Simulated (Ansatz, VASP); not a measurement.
**One calculation of Pb, two programs**

```
Pb
1.0
     3.14212    0.00000    0.00000
    -1.57106    2.72116    0.00000
     0.00000    0.00000    5.21118
Pb
2
Cartesian
  0.0000 1.8141 1.3028
  1.5711 0.9071 3.9084
```

Change from the starting cell: volume scaled by 0.7, LAPW.

Alike in both runs: task single point; functional PBE; k mesh 14 × 14 × 8; occupations fermi-dirac, width 0.05 eV; no spin polarisation.

```csv
,VASP,Ansatz
version,VASP 6.6.1,Ansatz 0.2.0
potentials or method,"VASP PAW PBE potentials, release 64 (Pb_d), cutoff 520 eV","all-electron LAPW, scalar-relativistic"
```

Ansatz gave:

| Quantity | Value |
| --- | --- |
| pressure (GPa) | 33.9 |
| traceless stress, the component that is largest in VASP (GPa) | 0.17 |

Task: Estimate VASP's values.

Result: Pressure (GPa): 33.8; traceless stress, the component that is largest in VASP (GPa): 0.16.

Both programs put the cell under a high pressure, so it lies far from rest at this level. Ansatz ran all-electron here, and VASP with PAW potentials.

Neither program's run includes spin-orbit coupling.
